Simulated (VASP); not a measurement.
# SbPt (P6_3/mmc) in VASP: a series of runs, part 2 of 2

VASP 6.6.1.

**4. Single point, PBEsol**

This run uses another cell than the first one, of 18.12 Å³/atom.

File INCAR:

```
PREC = Accurate ; ENCUT = 520
EDIFF = 1E-6 ; ISMEAR = 0
SIGMA = 0.1 ; LREAL = F
LASPH = T ; NELM = 60
ALGO = Fast ; ISIF = 2
LWAVE = F ; LCHARG = F
GGA = PS ; NBANDS = 23
```

File KPOINTS:

```
regular mesh
0
Gamma
  12 12 8
```

File POSCAR:

```
SbPt
1.0
    3.9734830293      0.0000000000      0.0000000000
   -1.9867415147      3.4411372449      0.0000000000
    0.0000000000      0.0000000000      5.3003838225
Sb Pt
2 2
Direct
    0.3333333333      0.6666666667      0.2500000000
    0.6666666667      0.3333333333      0.7500000000
    0.0000000000      0.0000000000      0.0000000000
    0.0000000000      0.0000000000      0.5000000000
```

Potentials or basis: VASP PAW PBE potentials, release 64 (Sb, Pt).

Run with:

```bash
> cat potpaw_PBE.64/Sb/POTCAR potpaw_PBE.64/Pt/POTCAR > POTCAR
> mpirun -np 1 vasp_std > vasp.out
```

OUTCAR:

```text
PREC = Accurate
   ENCUT = 520
   EDIFF = 1E-6
   ISMEAR = 0
   LREAL = F
   LASPH = T
   NELM = 60
   ISIF = 2
   GGA = PS

 ion  position               nearest neighbor table
   1  0.333  0.667  0.250-   3 2.65   4 2.65   3 2.65   4 2.65   3 2.65   4 2.65   2 3.51   2 3.51
                             2 3.51   2 3.51   2 3.51   2 3.51
   2  0.667  0.333  0.750-   3 2.65   4 2.65   3 2.65   4 2.65   3 2.65   4 2.65   1 3.51   1 3.51
                             1 3.51   1 3.51   1 3.51   1 3.51
   3  0.000  0.000  0.000-   1 2.65   2 2.65   2 2.65   1 2.65   2 2.65   1 2.65   4 2.65   4 2.65

   4  0.000  0.000  0.500-   1 2.65   2 2.65   2 2.65   1 2.65   2 2.65   1 2.65   3 2.65   3 2.65

  LATTYP: Found a hexagonal cell.
 ALAT       =     3.9734830293
 C/A-ratio  =     1.3339389607

  Lattice vectors:

 A1 = (   3.9734830293,   0.0000000000,   0.0000000000)
 A2 = (  -1.9867415147,   3.4411372449,   0.0000000000)
 A3 = (   0.0000000000,   0.0000000000,   5.3003838225)

Analysis of symmetry for initial positions (statically):
=====================================================================
 Subroutine PRICEL returns:
 Original cell was already a primitive cell.
[... 179 lines left out ...]

 val. band max:       12.0167643668   @ k =   0.0833  -0.0000   0.1250
 cond. band min:      12.0873235373   @ k =   0.1667   0.0833   0.1250
 fundamental gap:      0.0705591706
 Fermi energy:        12.0632892943

 k-point     1 :       0.0000    0.0000    0.0000
  band No.  band energies     occupation
      1      -2.1518      2.00000
      2       2.5271      2.00000
      3       3.8954      2.00000
      4       4.9877      2.00000
      5       4.9877      2.00000
      6       5.0222      2.00000
[... 613 lines left out ...]
     22      18.9877      0.00000
     23      19.9318      0.00000

 [... further k-points ...]

------------------------ aborting loop because EDIFF is reached ----------------------------------------

  FORCE on cell =-STRESS in cart. coord.  units (eV):
  Direction    XX          YY          ZZ          XY          YZ          ZX
  --------------------------------------------------------------------------------------
  -------------------------------------------------------------------------------------
  Total       11.2339351     11.2339351     11.2320375     -0.0000000      0.0000000     -0.0000000
  in kB      248.3486563    248.3486563    248.3067066     -0.0000000      0.0000000     -0.0000000
  external PRESSURE =     248.3346731 kB  Pullay stress =       0.0000000 kB

 VOLUME and BASIS-vectors are now :
 -----------------------------------------------------------------------------
  energy-cutoff  :      520.00
  volume of cell :       72.47
      direct lattice vectors                 reciprocal lattice vectors
     3.973483029  0.000000000  0.000000000     0.251668371  0.145300802  0.000000000
    -1.986741515  3.441137245  0.000000000     0.000000000  0.290601603  0.000000000
     0.000000000  0.000000000  5.300383822     0.000000000  0.000000000  0.188665582

 POSITION                                       TOTAL-FORCE (eV/Angst)
 -----------------------------------------------------------------------------------
     -0.00000      2.29409      1.32510        -0.000000      0.000000      0.000000
      1.98674      1.14705      3.97529         0.000000      0.000000      0.000000
      0.00000      0.00000      0.00000        -0.000000      0.000000      0.000000
      0.00000      0.00000      2.65019        -0.000000      0.000000      0.000000
 -----------------------------------------------------------------------------------
    total drift:                                0.000000     -0.000000      0.000000

  FREE ENERGIE OF THE ION-ELECTRON SYSTEM (eV)
  ---------------------------------------------------
  free  energy   TOTEN  =       -24.0797426205 eV

  energy  without entropy=      -24.0723698161  energy(sigma->0) =      -24.07605622
```

OSZICAR:

```text
N       E                     dE             d eps       ncg     rms          rms(c)
DAV:   1     0.171792789644E+03    0.17179E+03   -0.12745E+04  4394   0.116E+03
DAV:   2    -0.180778331423E+02   -0.18987E+03   -0.17801E+03  5139   0.239E+02
DAV:   3    -0.247280997452E+02   -0.66503E+01   -0.65264E+01  5254   0.475E+01
DAV:   4    -0.247990166880E+02   -0.70917E-01   -0.70865E-01  4825   0.541E+00
DAV:   5    -0.248000756432E+02   -0.10590E-02   -0.10589E-02  5420   0.693E-01    0.185E+01
RMM:   6    -0.242212643564E+02    0.57881E+00   -0.14932E+00  4371   0.704E+00    0.975E+00
RMM:   7    -0.240993674018E+02    0.12190E+00   -0.13353E-01  4376   0.217E+00    0.364E+00
RMM:   8    -0.240794608359E+02    0.19907E-01   -0.50024E-02  4535   0.145E+00    0.300E-01
RMM:   9    -0.240797369932E+02   -0.27616E-03   -0.50268E-03  4815   0.452E-01    0.195E-01
RMM:  10    -0.240797105963E+02    0.26397E-04   -0.88528E-04  4827   0.194E-01    0.927E-02
RMM:  11    -0.240797398241E+02   -0.29228E-04   -0.22974E-04  4907   0.914E-02    0.125E-02
RMM:  12    -0.240797433688E+02   -0.35447E-05   -0.62127E-05  4952   0.483E-02    0.142E-02
RMM:  13    -0.240797422119E+02    0.11569E-05   -0.15260E-05  4817   0.245E-02    0.428E-03
RMM:  14    -0.240797426205E+02   -0.40851E-06   -0.40069E-06  3606   0.115E-02
   1 F= -.24079743E+02 E0= -.24076056E+02  d E =-.737280E-02
```

stdout:

```text
POSCAR found type information on POSCAR SbPt
 POSCAR found :  2 types and       4 ions
 scaLAPACK will be used
 -----------------------------------------------------------------------------
|                                                                             |
|                                                                             |
|     You enforced a specific xc type in the INCAR file but a different       |
|     I HOPE YOU KNOW WHAT YOU ARE DOING!                                     |
|                                                                             |
 -----------------------------------------------------------------------------

 LDA part: xc-table for (Slater+PW92), standard interpolation
 POSCAR, INCAR and KPOINTS ok, starting setup
 FFT: planning ... GRIDC
 FFT: planning ... GRID_SOFT
 FFT: planning ... GRID
 WAVECAR not read
 entering main loop
```

It took 3.5 min on 1 thread of Oxide Virtual Turin-like, shared host; peak memory 0.25 GiB.

What came out:

| Property | Result |
| --- | --- |
| Free energy | -24.0797 eV |
| Pressure | 24.8 GPa |
| Band gap on the k mesh | zero (bands 15 and 16 overlap by 4.77 eV) |

Levels at points of the mesh, in eV from the Fermi level:
| k point | band 12 | band 13 | band 14 | band 15 | band 16 | band 17 | band 18 | band 19 |
| --- | --- | --- | --- | --- | --- | --- | --- | --- |
| (0.00, 0.00, 0.00) | -2.68 | -0.25 | -0.25 | 0.78 | 2.13 | 2.44 | 4.05 | 4.05 |
| (0.50, 0.00, 0.00) | -3.53 | -3.26 | -2.88 | -2.64 | -0.33 | 2.07 | 4.28 | 4.32 |
| (0.00, 0.00, 0.50) | -4.46 | -1.19 | -1.19 | 2.57 | 2.57 | 2.57 | 2.57 | 4.99 |
| (0.50, 0.00, 0.50) | -3.92 | -3.74 | -3.74 | 0.18 | 0.18 | 2.10 | 2.10 | 4.07 |

Caveat: the cell stands under pressure; the PAW data sets were made with another functional, which shifts forces and pressure a little; spin-orbit coupling is left out, which moves the levels of the heavy elements.

**5. Single point, PBEsol**

This run uses another cell than the first one, of 19.18 Å³/atom.

File INCAR:

```
ALGO     = Fast           # electronic algorithm
EDIFF    = 1E-6           # SCF threshold, eV
ENCUT    = 520            # plane-wave cutoff, eV
GGA      = PS             # functional
ISIF     = 2              # what is computed and relaxed
ISMEAR   = 0              # smearing method
LASPH    = T              # aspherical terms in the spheres
LCHARG   = F              # write CHGCAR
LREAL    = F              # projectors in reciprocal space
LWAVE    = F              # write WAVECAR
NBANDS   = 23             # bands
NELM     = 60             # most SCF steps
PREC     = Accurate       # precision mode
SIGMA    = 0.1            # smearing width, eV
```

File KPOINTS:

```
k-points
0
Gamma
  12 12 8
```

File POSCAR:

```
SbPt
1.0
    4.0603723115      0.0000000000      0.0000000000
   -2.0301861558      3.5163855706      0.0000000000
    0.0000000000      0.0000000000      5.3744691045
Sb Pt
2 2
Direct
    0.3333333333      0.6666666667      0.2500000000
    0.6666666667      0.3333333333      0.7500000000
    0.0000000000      0.0000000000      0.0000000000
    0.0000000000      0.0000000000      0.5000000000
```

Run with:

```bash
> cat potpaw_PBE.64/Sb/POTCAR potpaw_PBE.64/Pt/POTCAR > POTCAR
> mpirun -np 1 vasp_std > vasp.out
```

It took 4.2 min on 1 thread of Oxide Virtual Turin-like, shared host; peak memory 0.25 GiB.

The run converged. Its results:

| Property | Result |
| --- | --- |
| Free energy | -24.5586 eV |
| Pressure | 11.8 GPa |
| Band gap on the k mesh | zero (bands 15 and 16 overlap by 4.44 eV) |

Levels at points of the mesh, in eV from the Fermi level:
```
           k point  band 11  band 12  band 13  band 14  band 15  band 16  band 17  band 18  band 19  band 20
(0.00, 0.00, 0.00)    -2.39    -2.39    -0.19    -0.19     0.80     2.23     2.40     3.80     3.80     4.24
(0.50, 0.00, 0.00)    -3.42    -3.26    -2.99    -2.57    -2.37    -0.51     2.02     4.26     4.29     4.64
(0.00, 0.00, 0.50)    -4.05    -4.05    -1.20    -1.20     2.45     2.45     2.45     2.45     5.17     5.17
(0.50, 0.00, 0.50)    -3.57    -3.57    -3.41    -3.41     0.26     0.26     1.90     1.90     4.04     4.04
```

Caveat: the cell stands under pressure; the PAW data sets were made with another functional, which shifts forces and pressure a little; spin-orbit coupling is left out, which moves the levels of the heavy elements.

**6. The runs side by side**

```tsv
cell	further INCAR settings	gap on the mesh (eV)	pressure (GPa)
a = 3.721, b = 3.721, c = 5.091 Å, angles 90.0, 90.0, 120.0°, 4 atoms	ALGO = Fast; EDIFF = 1e-07; NBANDS = 23	none	90.4
a = 3.850, b = 3.850, c = 5.205 Å, angles 90.0, 90.0, 120.0°, 4 atoms	ALGO = Fast; EDIFF = 1e-07; NBANDS = 23	none	50.0
a = 3.973, b = 3.973, c = 5.300 Å, angles 90.0, 90.0, 120.0°, 4 atoms	ALGO = Fast; EDIFF = 1e-06; NBANDS = 23	none	24.8
a = 4.060, b = 4.060, c = 5.374 Å, angles 90.0, 90.0, 120.0°, 4 atoms	ALGO = Fast; EDIFF = 1e-06; NBANDS = 23	none	11.8
```

Alike in all rows: task single point; level PBEsol; potentials or basis VASP PAW PBE potentials, release 64 (Sb, Pt); no spin polarisation; k mesh 12 × 12 × 8; cutoff (eV) 520; smearing gaussian 0.1 eV.

Caveats: the cell stands under pressure; the PAW data sets were made with another functional, which shifts forces and pressure a little; spin-orbit coupling is left out, which moves the levels of the heavy elements.

Absolute energies hang on the potentials; compare differences alone.

The gap in the log of VASP goes by the Fermi energy; the results here count the filled bands.